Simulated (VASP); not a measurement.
# Al (P6_3/mmc) in VASP: a series of runs

The runs below take Al through single point, with PBE+D3(BJ).

All numbers are computed with VASP 6.6.1; they aren't measurements. Logs are shortened: lines on timing, memory, paths and dates and some standing lists are left out, and cuts for length are marked.

**1. The cell of the first run**

Symmetry: P6_3/mmc, No. 194, hexagonal system. The conventional cell has a = 2.748 Å, b = 2.748 Å, c = 4.730 Å, α = 90.00°, β = 90.00°, γ = 120.00°. Within 3.6 Å of Al (site symmetry -6m2) lie 12 Al at 2.75 to 2.85 Å.

**2. Single point, PBE+D3(BJ) (biaxial strain in the a-b plane: -2.0 %, then relaxed in part)**

The input, INCAR:

```
PREC     = Accurate       # precision mode
ENCUT    = 520            # plane-wave cutoff, eV
EDIFF    = 1E-6           # SCF threshold, eV
ISMEAR   = 0              # smearing method
SIGMA    = 0.1            # smearing width, eV
LREAL    = False          # projectors in reciprocal space
LASPH    = True           # aspherical terms in the spheres
NELM     = 80             # most SCF steps
ALGO     = Normal         # electronic algorithm
ISIF     = 2              # what is computed and relaxed
LWAVE    = False          # write WAVECAR
LCHARG   = False          # write CHGCAR
GGA      = PE             # functional
IVDW     = 12             # dispersion correction
NBANDS   = 10             # bands
```

The input, KPOINTS:

```
Automatic mesh
0
Gamma
  24 24 12
```

The input, POSCAR:

```
Al
1.0
    2.7477471727      0.0000000000      0.0000000000
   -1.3738735863      2.3796188547      0.0000000000
    0.0000000000      0.0000000000      4.7299657624
Al
2
Direct
    0.6666666667      0.3333333333      0.7500000000
    0.3333333333      0.6666666667      0.2500000000
```

Potentials or basis: VASP PAW PBE potentials, release 64 (Al).

Command:

```console
> cat potpaw_PBE.64/Al/POTCAR > POTCAR
> mpirun -np 1 vasp_std > vasp.out
```

OUTCAR:

```text
PREC = Accurate
   ENCUT = 520
   EDIFF = 1E-6
   ISMEAR = 0
   LREAL = False
   LASPH = True
   NELM = 80
   ISIF = 2
   GGA = PE
   IVDW = 12
 IVDW          = 12

 ion  position               nearest neighbor table
   1  0.667  0.333  0.750-   2 2.85   2 2.85   2 2.85   2 2.85   2 2.85   2 2.85
   2  0.333  0.667  0.250-   1 2.85   1 2.85   1 2.85   1 2.85   1 2.85   1 2.85

  LATTYP: Found a hexagonal cell.
 ALAT       =     2.7477471727
 C/A-ratio  =     1.7213977361

  Lattice vectors:

 A1 = (   2.7477471727,   0.0000000000,   0.0000000000)
 A2 = (  -1.3738735863,   2.3796188547,   0.0000000000)
 A3 = (   0.0000000000,   0.0000000000,   4.7299657624)

Analysis of symmetry for initial positions (statically):
=====================================================================
 Subroutine PRICEL returns:
 Original cell was already a primitive cell.

 Routine SETGRP: Setting up the symmetry group for a
 hexagonal supercell.

 Subroutine GETGRP returns: Found 24 space group operations
 (whereof 12 operations were pure point group operations)
 out of a pool of 24 trial point group operations.

The static configuration has the point symmetry D_3d.
 The point group associated with its full space group is D_6h.

Analysis of symmetry for dynamics (positions and initial velocities):
=====================================================================
 Subroutine PRICEL returns:
 Original cell was already a primitive cell.

 Routine SETGRP: Setting up the symmetry group for a
 hexagonal supercell.

 Subroutine GETGRP returns: Found 24 space group operations
 (whereof 12 operations were pure point group operations)
 out of a pool of 24 trial point group operations.

The dynamic configuration has the point symmetry D_3d.
 The point group associated with its full space group is D_6h.

 Subroutine INISYM returns: Found 24 space group operations
 (whereof 12 operations are pure point group operations),
 and found     1 'primitive' translations

----------------------------------------------------------------------------------------

                                     Primitive cell

  volume of cell :      30.9273

  direct lattice vectors                    reciprocal lattice vectors
     2.747747173  0.000000000  0.000000000     0.363934502  0.210117683  0.000000000
    -1.373873586  2.379618855  0.000000000     0.000000000  0.420235366  0.000000000
     0.000000000  0.000000000  4.729965762     0.000000000  0.000000000  0.211418021

  length of vectors
     2.747747173  2.747747173  4.729965762     0.420235366  0.420235366  0.211418021

  position of ions in fractional coordinates (direct lattice)
     0.666666667  0.333333333  0.750000000
     0.333333333  0.666666667  0.250000000

  ion indices of the primitive-cell ions
   primitive index   ion index
                 1           1
                 2           2

----------------------------------------------------------------------------------------

 KPOINTS: Automatic mesh

Automatic generation of k-mesh.
 Grid dimensions read from file:
 generate k-points for:   24   24   12

 Generating k-lattice:

  Cartesian coordinates                     Fractional coordinates (reciprocal lattice)
     0.015163938  0.008754903  0.000000000     0.041666667 -0.000000000  0.000000000
     0.000000000  0.017509807  0.000000000     0.000000000  0.041666667  0.000000000
     0.000000000  0.000000000  0.017618168     0.000000000  0.000000000  0.083333333

  Length of vectors
     0.017509807  0.017509807  0.017618168

  Shift w.r.t. Gamma in fractional coordinates (k-lattice)
     0.000000000  0.000000000  0.000000000

 Subroutine IBZKPT returns following result:
 ===========================================

 Found    427 irreducible k-points:

 Following reciprocal coordinates:
            Coordinates               Weight
  0.000000  0.000000  0.000000      1.000000
  0.041667  0.000000  0.000000      6.000000
  0.083333  0.000000  0.000000      6.000000
  0.125000  0.000000  0.000000      6.000000
  0.166667  0.000000  0.000000      6.000000
  0.208333 -0.000000  0.000000      6.000000
[... 16 lines left out ...]
  0.416667  0.041667  0.000000     12.000000
  0.458333  0.041667  0.000000     12.000000
 [... further k-points ...]
   k-points           NKPTS =    427   k-points in BZ     NKDIM =    427   number of bands    NBANDS=     10
   number of dos      NEDOS =    301   number of ions     NIONS =      2
   total plane-waves  NPLWV =  14400
   dimension x,y,z NGX =    20 NGY =   20 NGZ =   36
   dimension x,y,z NGXF=    40 NGYF=   40 NGZF=   72
   ions per type =               2
   NGX,Y,Z   is equivalent  to a cutoff of  12.10, 12.10, 12.65 a.u.
   NGXF,Y,Z  is equivalent  to a cutoff of  24.20, 24.20, 25.31 a.u.
 SYSTEM =  unknown system
   PREC   = accura    normal or accurate (medium, high low for compatibility)
   ISTART =      0    job   : 0-new  1-cont  2-samecut
   ICHARG =      2    charge: 1-file 2-atom 10-const
   ISPIN  =      1    spin polarized calculation?
   LNONCOLLINEAR =      F non collinear calculations
   LSORBIT =      F    spin-orbit coupling
   LASPH  =      T    aspherical Exc in radial PAW
   ENCUT  =  520.0 eV  38.22 Ry    6.18 a.u.   5.11  5.11  8.79*2*pi/ulx,y,z
   NELM   =     80;   NELMIN=  2; NELMDL= -5     # of ELM steps
   EDIFF  = 0.1E-05   stopping-criterion for ELM
   LREAL  =      F    real-space projection
   EDIFFG = 0.1E-04   stopping-criterion for IOM
   NSW    =      0    number of steps for IOM
   IBRION =     -1    ionic relax: 0-MD 1-quasi-New 2-CG
   NFREE  =      0    steps in history (QN), initial steepest desc. (CG)
   ISIF   =      2    stress and relaxation
   ISYM   =      2    0-nonsym 1-usesym 2-fastsym
   POTIM  = 0.5000    time-step for ionic-motion
   TEBEG  =    0.0;   TEEND  =   0.0 temperature during run
   PSTRESS=    0.0 pullay stress
   NELECT =       6.0000    total number of electrons
   NUPDOWN=      -1.0000    fix difference up-down
   EMIN   =  10.00;   EMAX   =-10.00  energy-range for DOS
   EFERMI =   0.00;   METHOD = LEGACY
   ISMEAR =     0;   SIGMA  =   0.10  broadening in eV -4-tet -1-fermi 0-gaus
   EFERMI_NEDOS =   21; number of points for ismear=-14 and -15
   IALGO  =     38    algorithm
   IMIX   =      4    mixing-type and parameters
     AMIX     =   0.40;   BMIX     =  1.00
     AMIX_MAG =   1.60;   BMIX_MAG =  1.00
  volume/ion in A,a.u.               =      15.46       104.35
  Fermi-wavevector in a.u.,A,eV,Ry     =   0.947715  1.790922 12.220265  0.898164
  Thomas-Fermi vector in A             =   2.075835
   LORBIT       =      0    0 simple, 1 ext, 2 COOP (PROOUT), +10 PAW based schemes
   GGA     = PE    functional components
   LHFCALC =     F    Hartree Fock is set to
   AEXX    =    0.0000 exact exchange contribution
   IVDW    =    12    specifies the selected vdW correction
   LEPSILON=     F    determine dielectric tensor
   LRPA    =     F    only Hartree local field effects (RPA)
 non-spin polarized calculation
 Gauss-broadening in eV      SIGMA  =   0.10
  energy-cutoff  :      520.00
  volume of cell :       30.93
 maximum number of plane-waves:       845
   NGX = 11   NGY = 11   NGZ = 17

 number of electron       6.0000000 magnetization

 Free energy of the ion-electron system (eV)
  ---------------------------------------------------
  ext. energy  EPLUGINS =         0.00000000
  ---------------------------------------------------
  free energy    TOTEN  =        -7.37484938 eV

  energy without entropy =       -7.37075101  energy(sigma->0) =       -7.37280019

 E-fermi :   8.6768     XC(G=0): -10.4337

 val. band max:        8.6765932498   @ k =   0.4167   0.0417   0.2500
 cond. band min:       8.6873895492   @ k =   0.2083   0.2083   0.1667
 fundamental gap:      0.0107962995
 Fermi energy:         8.6767935267

 k-point     1 :       0.0000    0.0000    0.0000
  band No.  band energies     occupation
      1      -2.9010      2.00000
      2       3.5610      2.00000
      3       3.5645      2.00000
      4      20.2935      0.00000
      5      20.7125      0.00000
      6      20.7125      0.00000
      7      20.7359      0.00000
      8      20.7359      0.00000
      9      22.0834      0.00000
     10      24.1190      0.00000

 k-point     2 :       0.0417    0.0000    0.0000
  band No.  band energies     occupation
      1      -2.8556      2.00000
      2       3.6031      2.00000
      3       3.6087      2.00000
      4      19.2924      0.00000
      5      19.8558      0.00000
      6      20.3052      0.00000
      7      21.3279      0.00000
      8      21.6557      0.00000
      9      22.1120      0.00000
     10      24.5707      0.00000

 k-point     3 :       0.0833    0.0000    0.0000
  band No.  band energies     occupation
      1      -2.7196      2.00000
      2       3.7294      2.00000
      3       3.7411      2.00000
      4      17.6880      0.00000
      5      19.0597      0.00000
      6      19.9453      0.00000
      7      21.3070      0.00000
      8      22.1808      0.00000
      9      22.6043      0.00000
     10      23.6368      0.00000

 k-point     4 :       0.1250    0.0000    0.0000
  band No.  band energies     occupation
      1      -2.4933      2.00000
      2       3.9400      2.00000
      3       3.9606      2.00000
      4      16.0285      0.00000
      5      18.3386      0.00000
      6      19.3538      0.00000
      7      20.9285      0.00000
      8      21.8543      0.00000
      9      22.6069      0.00000
     10      22.8482      0.00000
[... 222 lines left out ...]
 k-point    22 :       0.3750    0.0417    0.0000
  band No.  band energies     occupation
      1       1.1608      2.00000
      2       6.0964      2.00000
      3       7.3899      2.00000
      4       7.8851      2.00000
      5      12.4482      0.00000
      6      12.5286      0.00000
      7      14.8360      0.00000
      8      18.0465      0.00000
      9      20.3202      0.00000
     10      20.4746      0.00000

 k-point    23 :       0.4167    0.0417    0.0000
  band No.  band energies     occupation
      1       2.0346      2.00000
      2       5.0792      2.00000
      3       8.2195      2.00000
      4       8.5150      1.97791
      5      11.3617      0.00000
      6      11.4179      0.00000
      7      14.6317      0.00000
      8      17.8786      0.00000
      9      20.1915      0.00000
     10      20.3016      0.00000

 k-point    24 :       0.4583    0.0417    0.0000
  band No.  band energies     occupation
      1       2.9858      2.00000
      2       4.0076      2.00000
      3       9.0739      0.00000
      4       9.2817      0.00000
      5      10.3383      0.00000
      6      10.4941      0.00000
      7      14.5342      0.00000
      8      17.7943      0.00000
      9      20.1268      0.00000
     10      20.2150      0.00000

 [... further k-points ...]

------------------------ aborting loop because EDIFF is reached ----------------------------------------

 Edisp (eV)   -0.71969

 E8    (eV) :    -0.3222

  FORCE on cell =-STRESS in cart. coord.  units (eV):
  Direction    XX          YY          ZZ          XY          YZ          ZX
  --------------------------------------------------------------------------------------
  -------------------------------------------------------------------------------------
  Total       0.82522     0.82522    -0.00321     0.00000     0.00000     0.00000
  in kB      42.75026    42.75026    -0.16644     0.00000     0.00000     0.00000
  external pressure =       28.44 kB  Pullay stress =        0.00 kB

 VOLUME and BASIS-vectors are now :
 -----------------------------------------------------------------------------
  energy-cutoff  :      520.00
  volume of cell :       30.93
      direct lattice vectors                 reciprocal lattice vectors
     2.747747173  0.000000000  0.000000000     0.363934502  0.210117683  0.000000000
    -1.373873586  2.379618855  0.000000000     0.000000000  0.420235366  0.000000000
     0.000000000  0.000000000  4.729965762     0.000000000  0.000000000  0.211418021

 POSITION                                       TOTAL-FORCE (eV/Angst)
 -----------------------------------------------------------------------------------
      1.37387      0.79321      3.54747         0.000000     -0.000000      0.000000
     -0.00000      1.58641      1.18249        -0.000000      0.000000      0.000000
 -----------------------------------------------------------------------------------
    total drift:                                0.000000     -0.000000      0.000000

  FREE ENERGIE OF THE ION-ELECTRON SYSTEM (eV)
  ---------------------------------------------------
  free  energy   TOTEN  =        -8.0945361310 eV

  energy  without entropy=       -8.0904377607  energy(sigma->0) =       -8.09248695
```

Run time: 61 s. Hardware: 1 thread of AMD EPYC 7R43 (Zen 3), shared host; peak memory 0.19 GiB.

What came out:

```
Free energy                : -8.0945 eV
Pressure                   : 2.8 GPa
Band gap on the k mesh     : zero (band 3 reaches 12.55 eV, above the bottom of band 4 at 5.52 eV)
Dispersion energy per atom : -0.360 eV
```

Caveat: the cell differs from its parent crystal (biaxial strain in the a-b plane: -2.0 %, then relaxed in part); pairwise dispersion overbinds metals, which lowers pressure and volume.

**3. Single point, PBE+D3(BJ) (biaxial strain in the a-b plane: -2.0 %)**

The input, INCAR:

```
PREC = Accurate
ENCUT = 520
EDIFF = 1E-6
ISMEAR = 0
SIGMA = 0.1
LREAL = False
LASPH = True
NELM = 100
ALGO = Fast
ISIF = 2
LWAVE = False
LCHARG = True
GGA = PE
IVDW = 12
LELF = True
LVHAR = True
NBANDS = 10
```

The input, KPOINTS:

```
regular mesh
0
Gamma
  24 24 12
```

POSCAR, as its differences from that of step 2:

```diff
@@ -4,3 +4,3 @@
    -1.3738735863      2.3796188547      0.0000000000
-    0.0000000000      0.0000000000      4.7299657624
+    0.0000000000      0.0000000000      4.7325151795
 Al
```

Potentials or basis: VASP PAW PBE potentials, release 64 (Al).

Command:

```console
> cat potpaw_PBE.64/Al/POTCAR > POTCAR
> mpirun -np 1 vasp_std > vasp.out
```

OUTCAR:

```text
PREC = Accurate
   ENCUT = 520
   EDIFF = 1E-6
   ISMEAR = 0
   LREAL = False
   LASPH = True
   NELM = 100
   ISIF = 2
   GGA = PE
   IVDW = 12
 IVDW          = 12

 ion  position               nearest neighbor table
   1  0.667  0.333  0.750-   2 2.85   2 2.85   2 2.85   2 2.85   2 2.85   2 2.85
   2  0.333  0.667  0.250-   1 2.85   1 2.85   1 2.85   1 2.85   1 2.85   1 2.85

  LATTYP: Found a hexagonal cell.
 ALAT       =     2.7477471727
 C/A-ratio  =     1.7223255569

  Lattice vectors:

 A1 = (   2.7477471727,   0.0000000000,   0.0000000000)
 A2 = (  -1.3738735863,   2.3796188547,   0.0000000000)
 A3 = (   0.0000000000,   0.0000000000,   4.7325151795)

Analysis of symmetry for initial positions (statically):
=====================================================================
 Subroutine PRICEL returns:
 Original cell was already a primitive cell.

 Routine SETGRP: Setting up the symmetry group for a
 hexagonal supercell.

 Subroutine GETGRP returns: Found 24 space group operations
 (whereof 12 operations were pure point group operations)
 out of a pool of 24 trial point group operations.

The static configuration has the point symmetry D_3d.
[... 175 lines left out ...]
      3       3.5549      2.00000
      4      20.2749      0.00000
      5      20.7110      0.00000
      6      20.7110      0.00000
      7      20.7338      0.00000
      8      20.7338      0.00000
      9      22.0532      0.00000
     10      24.1154      0.00000
[... 287 lines left out ...]
 k-point    24 :       0.4583    0.0417    0.0000
  band No.  band energies     occupation
      1       2.9838      2.00000
      2       4.0056      2.00000
      3       9.0684      0.00000
      4       9.2703      0.00000
      5      10.3327      0.00000
      6      10.4835      0.00000
      7      14.5312      0.00000
      8      17.7904      0.00000
      9      20.1147      0.00000
     10      20.2106      0.00000

 [... further k-points ...]

------------------------ aborting loop because EDIFF is reached ----------------------------------------

 Edisp (eV)   -0.71929

 E8    (eV) :    -0.3220

  FORCE on cell =-STRESS in cart. coord.  units (eV):
  Direction    XX          YY          ZZ          XY          YZ          ZX
  --------------------------------------------------------------------------------------
  -------------------------------------------------------------------------------------
  Total       0.81853     0.81853    -0.01294     0.00000    -0.00000     0.00000
  in kB      42.38102    42.38102    -0.66995     0.00000    -0.00000     0.00000
  external pressure =       28.03 kB  Pullay stress =        0.00 kB

 VOLUME and BASIS-vectors are now :
 -----------------------------------------------------------------------------
  energy-cutoff  :      520.00
  volume of cell :       30.94
      direct lattice vectors                 reciprocal lattice vectors
     2.747747173  0.000000000  0.000000000     0.363934502  0.210117683  0.000000000
    -1.373873586  2.379618855  0.000000000     0.000000000  0.420235366  0.000000000
     0.000000000  0.000000000  4.732515180     0.000000000  0.000000000  0.211304129

 POSITION                                       TOTAL-FORCE (eV/Angst)
 -----------------------------------------------------------------------------------
      1.37387      0.79321      3.54939        -0.000000      0.000000      0.000000
     -0.00000      1.58641      1.18313         0.000000     -0.000000      0.000000
 -----------------------------------------------------------------------------------
    total drift:                                0.000000     -0.000000      0.000000

  FREE ENERGIE OF THE ION-ELECTRON SYSTEM (eV)
  ---------------------------------------------------
  free  energy   TOTEN  =        -8.0945351672 eV

  energy  without entropy=       -8.0904293137  energy(sigma->0) =       -8.09248224
```

OSZICAR:

```text
N       E                     dE             d eps       ncg     rms          rms(c)
DAV:   1    -0.178370215261E-01   -0.17837E-01   -0.23459E+03  8556   0.477E+02
DAV:   2    -0.726951576615E+01   -0.72517E+01   -0.70406E+01 11272   0.551E+01
DAV:   3    -0.742569206018E+01   -0.15618E+00   -0.15489E+00 11194   0.649E+00
DAV:   4    -0.742633962082E+01   -0.64756E-03   -0.64749E-03 10216   0.477E-01
DAV:   5    -0.742634482044E+01   -0.51996E-05   -0.51990E-05 10400   0.438E-02    0.199E+00
RMM:   6    -0.739647809082E+01    0.29867E-01   -0.21986E-03  8653   0.282E-01    0.116E+00
RMM:   7    -0.737529117351E+01    0.21187E-01   -0.67829E-03  8870   0.474E-01    0.153E-01
RMM:   8    -0.737524471490E+01    0.46459E-04   -0.34358E-04  9428   0.125E-01    0.157E-02
RMM:   9    -0.737524798996E+01   -0.32751E-05   -0.48823E-05  9898   0.495E-02    0.220E-02
RMM:  10    -0.737524884130E+01   -0.85134E-06   -0.71523E-06  9972   0.185E-02
   1 F= -.80945352E+01 E0= -.80924822E+01  d E =-.410585E-02
```

Run time: 80 s. Hardware: 1 thread of AMD EPYC 7R43 (Zen 3), shared host; peak memory 0.19 GiB.

Results:

| Item | Value |
| --- | --- |
| Free energy | -8.0945 eV |
| Pressure | 2.8 GPa |
| Band gap on the k mesh | zero (band 3 reaches 12.54 eV, above the bottom of band 4 at 5.52 eV) |
| Dispersion energy per atom | -0.360 eV |

Stress tensor (GPa, compression positive):
```
 4.24  0.00  0.00
 0.00  4.24  0.00
 0.00  0.00 -0.07
```

Caveat: the cell differs from its parent crystal (biaxial strain in the a-b plane: -2.0 %); pairwise dispersion overbinds metals, which lowers pressure and volume.
